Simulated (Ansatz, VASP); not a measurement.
**Si2Sb2Se in VASP and in Ansatz**

```xyz
5
Lattice="-1.8689 1.8689 7.9283 1.8689 -1.8689 7.9283 1.8689 1.8689 -7.9283" Properties=species:S:1:pos:R:3 pbc="T T T"
Si    0.0000    1.8689    3.9641
Si    1.8689    0.0000    3.9641
Sb    0.0000    0.0000    9.6609
Sb    0.0000    0.0000    6.1956
Se    0.0000    0.0000    0.0000
```

Change from the starting cell: species swapped into the DyFe2Ge2 type (I4/mmm, No. 139).

Alike in both runs: functional PBE; k mesh 6 × 6 × 6; occupations gaussian, width 0.1 eV; no spin polarisation.

Ansatz relaxed the structure, and its values are those at the end. VASP's run is a single point on that final structure, the one shown.

|  | VASP | Ansatz |
| --- | --- | --- |
| version | VASP 6.6.1 | Ansatz 0.2.0 |
| potentials or method | VASP PAW PBE potentials, release 64 (Si, Sb, Se), cutoff 520 eV | scalar-relativistic, plane waves, PAW |
| valence electrons in the cell | 24 | 54 |

```csv
,VASP,Ansatz,Ansatz less VASP
gap on the k mesh at the Fermi level (eV),none,none,-
pressure (GPa),-0.1,-0.1,+0.07
rms of the force components (eV/Å),0.014,0.006,-0.0082
```

A gap of «none» marks a metal or a gap that the smearing closes. VASP's potentials hold 24 valence electrons a cell and Ansatz's 54, so a difference there can come from the potentials and not from the codes.

The k mesh is coarse, so the values compare programs but aren't converged. Neither program's run includes spin-orbit coupling.
